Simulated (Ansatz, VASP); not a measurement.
# MgO: VASP beside Ansatz

```
CELL_PARAMETERS angstrom
0.00000 2.09700 2.09700
2.09700 0.00000 2.09700
2.09700 2.09700 0.00000
ATOMIC_POSITIONS crystal
Mg 0.00000 0.00000 0.00000
O 0.50000 0.50000 0.50000
```

Alike in both runs: task single point; functional PBE; k mesh 11 × 11 × 11; occupations gaussian, width 0.023 eV; no spin polarisation.

|  | VASP | Ansatz |
| --- | --- | --- |
| version | VASP 6.6.1 | Ansatz 0.2.0 |
| potentials or method | VASP PAW PBE potentials, release 64 (Mg, O), cutoff 520 eV | all-electron LAPW, scalar-relativistic |

Ansatz gave:

| Item | Value |
| --- | --- |
| gap on the k mesh at the Fermi level (eV) | 4.86 |
| least direct gap on the mesh (eV) | 4.86 |
| pressure (GPa) | 7.0 |

Problem. What did VASP give for the same quantities?

Solution. gap on the k mesh at the Fermi level (eV): 4.85; least direct gap on the mesh (eV): 4.85; pressure (GPa): 6.2.

Ansatz ran all-electron here, and VASP with PAW potentials.
